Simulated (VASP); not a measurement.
# Os3Au in VASP: notebook, part 2 of 3

VASP 6.6.1. The steps go on from the part before.

## (3) Single point, PBE

This run uses another cell than the first one: it holds 8 atoms, not 4.

File INCAR:

```
SYSTEM = Os3Au
PREC = Accurate
ENCUT = 520
EDIFF = 1E-6
ISMEAR = 0
SIGMA = 0.2
LREAL = .FALSE.
LASPH = .TRUE.
NELM = 100
ALGO = Fast
ISIF = 2
LWAVE = .FALSE.
LCHARG = .TRUE.
GGA = PE
LELF = .TRUE.
LVHAR = .TRUE.
NBANDS = 45
```

File KPOINTS:

```
Automatic mesh
0
G
  8 8 2
  0 0 0
```

File POSCAR:

```
Os3Au
1.0
    2.7614283083      0.0000000000      0.0000000000
    0.0000000000      2.7614283083      0.0000000000
    0.0000000000      0.0000000000     15.8792376730
Os Au
6 2
Direct
    0.5000000000      0.5000000000      0.1167240565
    0.5000000000      0.5000000000      0.6167240565
    1.0000000000      0.0000000000      0.0000000000
    1.0000000000      0.0000000000      0.5000000000
    0.5000000000      0.5000000000      0.3832759435
    0.5000000000      0.5000000000      0.8832759435
    0.0000000000      0.0000000000      0.2500000000
    0.0000000000      0.0000000000      0.7500000000
```

Potentials or basis: VASP PAW PBE potentials, release 64 (Os, Au).

On the command line:

```sh
$ cat potpaw_PBE.64/Os/POTCAR potpaw_PBE.64/Au/POTCAR > POTCAR
$ mpirun -np 1 vasp_std > vasp.out
```

OUTCAR:

```text
SYSTEM = Os3Au
   PREC = Accurate
   ENCUT = 520
   EDIFF = 1E-6
   ISMEAR = 0
   LREAL = .FALSE.
   LASPH = .TRUE.
   NELM = 100
   ISIF = 2
   GGA = PE

 ion  position               nearest neighbor table
   1  0.500  0.500  0.117-   3 2.69   3 2.69   3 2.69   3 2.69   7 2.88   7 2.88   7 2.88   7 2.88

   2  0.500  0.500  0.617-   4 2.69   4 2.69   4 2.69   4 2.69   8 2.88   8 2.88   8 2.88   8 2.88

   3  0.000  0.000  0.000-   1 2.69   6 2.69   1 2.69   6 2.69   1 2.69   6 2.69   1 2.69   6 2.69
[... 17 lines left out ...]
 A1 = (   2.7614283083,   0.0000000000,   0.0000000000)
 A2 = (   0.0000000000,   2.7614283083,   0.0000000000)
 A3 = (   0.0000000000,   0.0000000000,  15.8792376730)

Analysis of symmetry for initial positions (statically):
=====================================================================
 Subroutine PRICEL returns following result:

  LATTYP: Found a simple tetragonal cell.
 ALAT       =     2.7614283083
 C/A-ratio  =     2.8751855743

  Lattice vectors:

 A1 = (   2.7614283083,   0.0000000000,   0.0000000000)
 A2 = (   0.0000000000,   2.7614283083,   0.0000000000)
 A3 = (   0.0000000000,   0.0000000000,   7.9396188365)

   2 primitive cells build up your supercell.

 Routine SETGRP: Setting up the symmetry group for a
 simple tetragonal supercell.

 Subroutine GETGRP returns: Found 16 space group operations
 (whereof 16 operations were pure point group operations)
 out of a pool of 16 trial point group operations.

The static configuration has the point symmetry D_4h.

Analysis of symmetry for dynamics (positions and initial velocities):
=====================================================================
 Subroutine PRICEL returns following result:

  LATTYP: Found a simple tetragonal cell.
 ALAT       =     2.7614283083
 C/A-ratio  =     2.8751855743

  Lattice vectors:

 A1 = (   2.7614283083,   0.0000000000,   0.0000000000)
 A2 = (   0.0000000000,   2.7614283083,   0.0000000000)
 A3 = (   0.0000000000,   0.0000000000,   7.9396188365)

   2 primitive cells build up your supercell.

 Routine SETGRP: Setting up the symmetry group for a
 simple tetragonal supercell.

 Subroutine GETGRP returns: Found 16 space group operations
 (whereof 16 operations were pure point group operations)
 out of a pool of 16 trial point group operations.

The dynamic configuration has the point symmetry D_4h.

 Subroutine INISYM returns: Found 16 space group operations
 (whereof 16 operations are pure point group operations),
 and found     2 'primitive' translations

----------------------------------------------------------------------------------------

                                     Primitive cell

  volume of cell :      60.5435

  direct lattice vectors                    reciprocal lattice vectors
     2.761428308  0.000000000  0.000000000     0.362131436  0.000000000  0.000000000
     0.000000000  2.761428308  0.000000000     0.000000000  0.362131436  0.000000000
     0.000000000  0.000000000  7.939618837     0.000000000  0.000000000  0.125950631

  length of vectors
[... 43 lines left out ...]
  0.000000  0.000000  0.000000      1.000000
  0.125000  0.000000  0.000000      4.000000
  0.250000  0.000000  0.000000      4.000000
  0.375000  0.000000  0.000000      4.000000
  0.500000  0.000000  0.000000      2.000000
  0.125000  0.125000  0.000000      4.000000
[... 16 lines left out ...]
  0.375000  0.125000  0.500000      8.000000
  0.500000  0.125000  0.500000      4.000000
 [... further k-points ...]
   k-points           NKPTS =     30   k-points in BZ     NKDIM =     30   number of bands    NBANDS=     45
   number of dos      NEDOS =    301   number of ions     NIONS =      8
   total plane-waves  NPLWV =  69120
   dimension x,y,z NGX =    24 NGY =   24 NGZ =  120
   dimension x,y,z NGXF=    48 NGYF=   48 NGZF=  240
   ions per type =               6   2
   NGX,Y,Z   is equivalent  to a cutoff of  14.45, 14.45, 12.56 a.u.
   NGXF,Y,Z  is equivalent  to a cutoff of  28.90, 28.90, 25.13 a.u.
 SYSTEM =  Os3Au
   PREC   = accura    normal or accurate (medium, high low for compatibility)
   ISTART =      0    job   : 0-new  1-cont  2-samecut
   ICHARG =      2    charge: 1-file 2-atom 10-const
   ISPIN  =      1    spin polarized calculation?
   LNONCOLLINEAR =      F non collinear calculations
   LSORBIT =      F    spin-orbit coupling
   LASPH  =      T    aspherical Exc in radial PAW
   ENCUT  =  520.0 eV  38.22 Ry    6.18 a.u.   5.13  5.13 29.52*2*pi/ulx,y,z
   NELM   =    100;   NELMIN=  2; NELMDL= -5     # of ELM steps
   EDIFF  = 0.1E-05   stopping-criterion for ELM
   LREAL  =      F    real-space projection
   EDIFFG = 0.1E-04   stopping-criterion for IOM
   NSW    =      0    number of steps for IOM
   IBRION =     -1    ionic relax: 0-MD 1-quasi-New 2-CG
   NFREE  =      0    steps in history (QN), initial steepest desc. (CG)
   ISIF   =      2    stress and relaxation
   ISYM   =      2    0-nonsym 1-usesym 2-fastsym
   POTIM  = 0.5000    time-step for ionic-motion
   TEBEG  =    0.0;   TEEND  =   0.0 temperature during run
   PSTRESS=    0.0 pullay stress
   NELECT =      70.0000    total number of electrons
   NUPDOWN=      -1.0000    fix difference up-down
   EMIN   =  10.00;   EMAX   =-10.00  energy-range for DOS
   EFERMI =   0.00;   METHOD = LEGACY
   ISMEAR =     0;   SIGMA  =   0.20  broadening in eV -4-tet -1-fermi 0-gaus
   EFERMI_NEDOS =   21; number of points for ismear=-14 and -15
   IALGO  =     68    algorithm
   IMIX   =      4    mixing-type and parameters
     AMIX     =   0.40;   BMIX     =  1.00
     AMIX_MAG =   1.60;   BMIX_MAG =  1.00
  volume/ion in A,a.u.               =      15.14       102.14
  Fermi-wavevector in a.u.,A,eV,Ry     =   1.363772  2.577155 25.305124  1.859874
  Thomas-Fermi vector in A             =   2.490146
   LORBIT       =      0    0 simple, 1 ext, 2 COOP (PROOUT), +10 PAW based schemes
   GGA     = PE    functional components
   LHFCALC =     F    Hartree Fock is set to
   AEXX    =    0.0000 exact exchange contribution
   IVDW    =     0    specifies the selected vdW correction
   LEPSILON=     F    determine dielectric tensor
   LRPA    =     F    only Hartree local field effects (RPA)
 non-spin polarized calculation
 RMM-DIIS sequential band-by-band and
 Gauss-broadening in eV      SIGMA  =   0.20
  energy-cutoff  :      520.00
  volume of cell :      121.09
 maximum number of plane-waves:      3292
 NGX is ok and might be reduce to    24

 number of electron      70.0000001 magnetization

 Free energy of the ion-electron system (eV)
  ---------------------------------------------------
  ext. energy  EPLUGINS =         0.00000000
  ---------------------------------------------------
  free energy    TOTEN  =       -70.79378766 eV

  energy without entropy =      -70.62689067  energy(sigma->0) =      -70.71033916

 E-fermi :   9.0826     XC(G=0): -13.5475

 val. band max:        9.0741349651   @ k =   0.5000   0.3750   0.0000
 cond. band min:       9.1080769683   @ k =   0.3750   0.3750   0.0000
 fundamental gap:      0.0339420032
 Fermi energy:         9.0826339979

 k-point     1 :       0.0000    0.0000    0.0000
  band No.  band energies     occupation
      1      -1.3475      2.00000
      2      -0.6184      2.00000
      3      -0.4124      2.00000
      4       1.1581      2.00000
      5       1.6870      2.00000
      6       1.7866      2.00000
[... 1141 lines left out ...]
     44      12.2648      0.00000
     45      12.3804      0.00000

 [... further k-points ...]

------------------------ aborting loop because EDIFF is reached ----------------------------------------

  FORCE on cell =-STRESS in cart. coord.  units (eV):
  Direction    XX          YY          ZZ          XY          YZ          ZX
  --------------------------------------------------------------------------------------
  -------------------------------------------------------------------------------------
  Total       -0.1197125     -0.1197125     -0.3745277      0.0000000      0.0000000      0.0000000
  in kB       -1.5839919     -1.5839919     -4.9556124      0.0000000      0.0000000      0.0000000
  external PRESSURE =      -2.7078654 kB  Pullay stress =       0.0000000 kB

 VOLUME and BASIS-vectors are now :
 -----------------------------------------------------------------------------
  energy-cutoff  :      520.00
  volume of cell :      121.09
      direct lattice vectors                 reciprocal lattice vectors
     2.761428308  0.000000000  0.000000000     0.362131436  0.000000000  0.000000000
     0.000000000  2.761428308  0.000000000     0.000000000  0.362131436  0.000000000
     0.000000000  0.000000000 15.879237673     0.000000000  0.000000000  0.062975315

 POSITION                                       TOTAL-FORCE (eV/Angst)
 -----------------------------------------------------------------------------------
      1.38071      1.38071      1.85349        -0.000000      0.000000      0.052415
      1.38071      1.38071      9.79311         0.000000     -0.000000      0.052415
      0.00000      0.00000      0.00000        -0.000000      0.000000      0.000000
      0.00000      0.00000      7.93962        -0.000000      0.000000      0.000000
      1.38071      1.38071      6.08613        -0.000000     -0.000000     -0.052415
      1.38071      1.38071     14.02575         0.000000     -0.000000     -0.052415
      0.00000      0.00000      3.96981        -0.000000      0.000000      0.000000
      0.00000      0.00000     11.90943        -0.000000      0.000000      0.000000
 -----------------------------------------------------------------------------------
    total drift:                                0.000000     -0.000000      0.000000

  FREE ENERGIE OF THE ION-ELECTRON SYSTEM (eV)
  ---------------------------------------------------
  free  energy   TOTEN  =       -70.7937876603 eV

  energy  without entropy=      -70.6268906692  energy(sigma->0) =      -70.71033916
```

Run time: 2.6 min. Hardware: 1 thread of Intel Xeon Platinum 8488C (Sapphire Rapids), shared host; peak memory 0.32 GiB.

Results:

* Free energy: -70.7938 eV
* Pressure: -0.3 GPa
* Largest force: 0.052 eV/Å
* Band gap on the k mesh: zero (band 35 reaches 11.64 eV, above the bottom of band 36 at 8.21 eV)

Forces in eV/Å, atoms in the order of the input:
```
Os   0.000  0.000  0.052
Os   0.000  0.000  0.052
Os   0.000  0.000  0.000
Os   0.000  0.000  0.000
Os   0.000  0.000 -0.052
Os   0.000  0.000 -0.052
Au   0.000  0.000  0.000
Au   0.000  0.000  0.000
```

Stress tensor (GPa, compression positive):
```
-0.16  0.00  0.00
 0.00 -0.16  0.00
 0.00  0.00 -0.50
```

Caveat: spin-orbit coupling is left out, which moves the levels of the heavy elements.

[end of part 2 of 3]
